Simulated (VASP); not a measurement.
Input of a VASP 6.6.1 run:

File INCAR:

```
SYSTEM = Yb
PREC = Accurate ; ENCUT = 520
EDIFF = 1E-7 ; ISMEAR = -1
SIGMA = 0.1 ; LREAL = .FALSE.
LASPH = .TRUE. ; NELM = 60
ALGO = Normal ; ISIF = 2
LWAVE = .FALSE. ; LCHARG = .FALSE.
GGA = B5 ; ALDAX = 1.0
AGGAX = 1.0 ; AGGAC = 1.0
ALDAC = 0.0 ; NBANDS = 18
```

File KPOINTS:

```
Automatic mesh
0
G
  17 17 17
  0 0 0
```

POSCAR

```
Yb
1.0
    0.0000000000      2.6162081262      2.6162081262
    2.6162081262      0.0000000000      2.6162081262
    2.6162081262      2.6162081262      0.0000000000
Yb
1
Direct
    0.0000000000      0.0000000000      0.0000000000
```

Potentials or basis: VASP PAW PBE potentials, release 64 (Yb).

Command:

```console
$ cat potpaw_PBE.64/Yb/POTCAR > POTCAR
$ mpirun -np 1 vasp_std > vasp.out
```

**Question.** What does it give for the pressure?

**Answer.** 0.6 GPa.

Caveat: the PAW data sets were made with another functional, which shifts forces and pressure a little; spin-orbit coupling is left out, which moves the levels of the heavy elements. Spin polarisation is off, so any magnetic state and its effect on volume and gap are missing.
